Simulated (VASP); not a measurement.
Here is a VASP 6.6.1 calculation.

Contents of INCAR:

```
SYSTEM = Ga2Ag
  ALGO = Normal
  EDIFF = 1E-6
  ENCUT = 520
  GGA = PE
  ISIF = 2
  ISMEAR = -1
  ISYM = 0
  LASPH = .TRUE.
  LCHARG = .FALSE.
  LREAL = Auto
  LWAVE = .FALSE.
  NBANDS = 166
  NELM = 60
  PREC = Accurate
  SIGMA = 0.05
```

Contents of KPOINTS:

```
Automatic mesh
0
Gamma
  1 1 1
  0.25 0.25 0.25
```

POSCAR

```
Ga2Ag
1.0
    7.7150060000      0.0517530000      0.0629260000
    0.0517530000      7.5648100000      0.4256210000
    0.0629260000      0.4256210000      7.8264860000
Ga Ag
16 8
Direct
    0.6287190752      0.2513896922      0.3624319383
    0.0899786563      0.3893664157      0.6237365632
    0.4549263478      0.8234225429      0.9333329643
    0.3486429138      0.4617086744      0.4022505615
    1.0290257633      0.0817707117      0.7107424958
    0.2229147914      0.1905736700      0.9528380563
    0.0639657435      0.8345698030      0.9931572685
    0.9365967661      0.7498832524      0.6129043931
    0.3336140895      0.0398921819      0.5802173606
    0.9366361282      0.5455002328      0.3593963984
    0.7669771709      0.0211071886     -0.0182092536
    0.1774267130      0.1972764999      0.2953341034
    0.8758962326      0.2820936602      0.1691688157
    0.5536232909      0.6854557812      0.5440135363
    0.5520676555      0.3507056700      0.9591211040
    0.4709739212      0.0080101742      0.1912058869
    0.6004396640      0.6462059157      0.2024488290
    0.2584764237      0.6594532504      0.7481034222
    0.7499885154      0.3628087137      0.6385701342
    0.7535382833      0.6098384993      0.8553801512
    0.1623218429      0.5045552667      0.0939160204
    0.1959794307      0.8072864167      0.3049617346
    0.6703509319     -0.0247928676      0.6514261780
    0.8350347369      0.8992689170      0.3234613680
```

Potentials or basis: VASP PAW PBE potentials, release 64 (Ga_d, Ag).

Launch:

```bash
$ cat potpaw_PBE.64/Ga_d/POTCAR potpaw_PBE.64/Ag/POTCAR > POTCAR
$ mpirun -np 1 vasp_std > vasp.out
```

(1) Estimate the pressure.

(2) Estimate the largest force.

## Answers

(1) 3.3 GPa.

(2) 1.317 eV/Å.

Caveat: the k points lie up to 0.83 Å⁻¹ apart, too coarse for converged energies, forces and pressures; the atoms stand as in a frame of molecular dynamics.
